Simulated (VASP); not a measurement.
# NbWS4: single point with PBE

The system is NbWS4.

```
CELL_PARAMETERS angstrom
5.68827 0.00000 0.05420
0.00000 3.27632 0.00000
-1.97431 0.00000 6.77750
ATOMIC_POSITIONS crystal
Nb 0.99541 0.00000 0.99996
W 0.50422 0.50000 0.00000
S 0.75058 0.50000 0.76908
S 0.90565 0.50000 0.23098
S 0.26320 0.00000 0.77396
S 0.41494 0.00000 0.22602
```

```
Program                : VASP 6.6.1
Task                   : single point
Functional             : PBE
Potentials or basis    : VASP PAW PBE potentials, release 64 (Nb_sv, W_sv, S)
Cutoff                 : 520 eV
k mesh                 : 6 × 10 × 6
Occupations            : gaussian, width 0.1 eV
Spin                   : no spin polarisation
Dipole correction      : no
Further INCAR settings : ALGO = Normal; EDIFF = 1e-06; NBANDS = 34
```

* Pressure: -0.2 GPa
* Largest force: 0.026 eV/Å
* Band gap on the k mesh: zero (an odd number of electrons rules out a gap without spin polarisation)

Forces on the atoms (eV/Å):
```
Nb  -0.002  0.000  0.000
W    0.000  0.000  0.000
S    0.016  0.000  0.021
S    0.016  0.000 -0.021
S   -0.015  0.000  0.007
S   -0.015  0.000 -0.008
```

Levels at points of the mesh, in eV from the Fermi level:
```csv
k point,band 22,band 23,band 24,band 25,band 26,band 27,band 28,band 29
"(0.00, 0.00, 0.00)",-1.37,-1.21,-1.01,-0.45,0.30,2.79,2.87,2.92
"(0.50, 0.00, 0.00)",-1.68,-1.28,-1.12,-0.53,-0.12,2.35,2.54,2.71
"(0.00, 0.50, 0.00)",-2.81,-1.64,-1.37,-0.32,-0.19,2.25,2.70,2.95
"(0.50, 0.50, 0.00)",-1.53,-1.23,-1.20,-0.49,-0.46,2.60,3.06,3.16
"(0.00, 0.00, 0.50)",-1.43,-1.29,-1.16,-0.50,0.91,2.79,2.90,2.94
"(0.50, 0.00, 0.50)",-1.67,-1.49,-1.23,-0.51,-0.15,2.57,2.62,2.88
"(0.00, 0.50, 0.50)",-2.84,-1.72,-1.38,-0.31,-0.22,2.39,2.97,3.24
"(0.50, 0.50, 0.50)",-1.76,-1.27,-1.24,-0.42,-0.39,2.59,3.05,3.19
```

It took 5.2 min on 1 thread of Intel(R) Xeon(R) 6975P-C (Granite Rapids), on a shared host, peak memory 0.56 GiB.

Caveat: spin-orbit coupling is left out, which moves the levels of the heavy elements; this functional lacks dispersion, which binds layers or chains, so the pressure and a relaxed spacing across them are unreliable; an odd number of electrons without spin polarisation forces a metal; a magnetic or distorted state may lie lower.
